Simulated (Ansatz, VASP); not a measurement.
# One calculation of MnS, two programs

```xyz
2
Lattice="0.0000 2.4735 2.4735 2.4735 0.0000 2.4735 2.4735 2.4735 0.0000" Properties=species:S:1:pos:R:3 pbc="T T T"
Mn    0.0000    0.0000    0.0000
S     3.7102    3.7102    3.7102
```

Alike in both runs: task single point; functional PBE; k mesh 9 × 9 × 9; occupations gaussian, width 0.015 eV; collinear spin.

|  | VASP | Ansatz |
| --- | --- | --- |
| version | VASP 6.6.1 | Ansatz 0.2.0 |
| potentials or method | VASP PAW PBE potentials, release 64 (Mn_pv, S), cutoff 520 eV | all-electron LAPW, scalar-relativistic |

VASP gave:

| Quantity | Value |
| --- | --- |
| gap on the k mesh at the Fermi level (eV) | none |
| pressure (GPa) | 3.3 |
| net moment per atom (μB) | 0.13 |
| size of the moment on the site where the two differ most (μB) | 0.23 |

Task: What did Ansatz give for the same quantities?

Result: gap on the k mesh at the Fermi level (eV): none; pressure (GPa): 2.9; net moment per atom (μB): 0.11; size of the moment on the site where the two differ most (μB): 0.21.

Site moments also hang on the region over which each program counts them. A gap of «none» marks a metal or a gap that the smearing closes. Ansatz ran all-electron here, and VASP with PAW potentials.
